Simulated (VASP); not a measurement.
Here is a VASP 6.6.1 calculation.

The input INCAR:

```
SYSTEM = CsI
ALGO = Normal
EDIFF = 1E-6
ENCUT = 500
GGA = PS
GGA_COMPAT = .False.
ISIF = 2
ISMEAR = 0
LASPH = .True.
LCHARG = .True.
LELF = .True.
LREAL = .False.
LVHAR = .True.
LWAVE = .False.
NBANDS = 15
NELM = 120
PREC = Accurate
SIGMA = 0.01
```

The input KPOINTS:

```
k-points
0
Gamma
  4 4 4
  0 0 0
```

The input POSCAR:

```
CsI
1.0
    4.5667000000      0.0000000000      0.0000000000
    0.0000000000      4.5667000000      0.0000000000
    0.0000000000      0.0000000000      4.5667000000
Cs I
1 1
Direct
    0.0000000000      0.0000000000      0.0000000000
    0.5000000000      0.5000000000      0.5000000000
```

Potentials or basis: VASP PAW PBE potentials, release 64 (Cs_sv, I).

Command:

```sh
$ cat potpaw_PBE.64/Cs_sv/POTCAR potpaw_PBE.64/I/POTCAR > POTCAR
$ mpirun -np 1 vasp_std > vasp.out
```

Predict the pressure.

-0.4 GPa.

Estimate the band gap on the k mesh.

3.70 eV (least direct gap 3.79 eV).

Caveat: the PAW data sets were made with another functional, which shifts forces and pressure a little; spin-orbit coupling is left out, which moves the levels of the heavy elements. Expect the measured gap to be larger: semilocal functionals such as PBEsol lack the derivative discontinuity.
